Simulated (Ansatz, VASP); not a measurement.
# Two plane-wave programs on KF

File INCAR:

```
  ALGO = Normal
  EDIFF = 1E-6
  ENCUT = 520
  ISIF = 2
  ISMEAR = 0
  LASPH = True
  LCHARG = True
  LELF = True
  LREAL = False
  LVHAR = True
  LWAVE = False
  NBANDS = 15
  NELM = 80
  PREC = Accurate
  SIGMA = 0.05
```

KPOINTS

```
k-points
0
Gamma
  8 8 8
```

POSCAR

```
KF
1.0
    3.3078393250      0.0000000000      0.0000000000
    0.0000000000      3.3078393250      0.0000000000
    0.0000000000      0.0000000000      3.3078393250
K F
1 1
Direct
    0.0000000000      0.0000000000      0.0000000000
    0.5000000000      0.5000000000      0.5000000000
```

Input for Ansatz:

```yaml
crystal:
  lattice:
    - [3.307839325, 0.0, 0.0]
    - [0.0, 3.307839325, 0.0]
    - [0.0, 0.0, 3.307839325]
  atoms:
    - { symbol: K, position: [0.0, 0.0, 0.0] }
    - { symbol: F, position: [0.5, 0.5, 0.5] }
basis:
  ecutwfc: 420
kpoints:
  mp_grid: { grid: [8, 8, 8] }
hamiltonian:
  xc: lda
scf:
  occupations: { method: gaussian, width: 0.05 }
output:
  forces: true
  stress: true
  eigenvalues: true
```

Change from the starting cell: strain +0.015 along x and y, +0.015 along z, atoms carried along.

Alike in both runs: task single point; functional LDA; k mesh 8 × 8 × 8; occupations gaussian, width 0.05 eV; no spin polarisation.

```csv
,VASP,Ansatz
version,VASP 6.6.1,Ansatz 0.2.0
potentials or method,"VASP PAW LDA potentials, release 64 (K_sv, F), cutoff 520 eV","scalar-relativistic, plane waves, PAW"
valence electrons in the cell,16,16
```

|  | VASP | Ansatz | Ansatz less VASP |
| --- | --- | --- | --- |
| gap on the k mesh at the Fermi level (eV) | 5.62 | 5.63 | +0.014 |
| least direct gap on the mesh (eV) | 5.68 | 5.69 | +0.014 |
| pressure (GPa) | -6.5 | -6.5 | -0.03 |

LDA's correlation is that of Perdew and Zunger in VASP and of Perdew and Wang (1992) in Ansatz.
